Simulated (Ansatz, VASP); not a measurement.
## PbF2: VASP beside Ansatz

```xyz
3
Lattice="2.9606 2.9606 0.0000 -2.9606 2.9606 0.0000 0.0000 2.9606 2.9606" Properties=species:S:1:pos:R:3 pbc="T T T"
Pb    0.0000    0.0000    0.0000
F    -1.4803    4.4409    1.4803
F     1.4803    4.4409    1.4803
```

Alike in both runs: functional r2SCAN; k mesh 12 × 12 × 12; occupations fermi-dirac, width 0.1 eV; no spin polarisation.

Ansatz relaxed the structure, and its values are those at the end. VASP's run is a single point on that final structure, the one shown.

|  | VASP | Ansatz |
| --- | --- | --- |
| version | VASP 6.6.1 | Ansatz 0.2.0 |
| potentials or method | VASP PAW PBE potentials, release 64 (Pb_d, F) | PAW with Ansatz's default frozen-core files, scalar-relativistic |
| plane-wave cutoff (eV) | 520 | 500 |
| valence electrons in the cell | 28 | 28 |

VASP gave:

| Quantity | Value |
| --- | --- |
| pressure (GPa) | -0.1 |

Problem. What did Ansatz give for the same quantities?

Solution. Pressure (GPa): 0.0.

VASP's potentials were made for PBE, not for r2SCAN.

Spin-orbit coupling is off throughout.
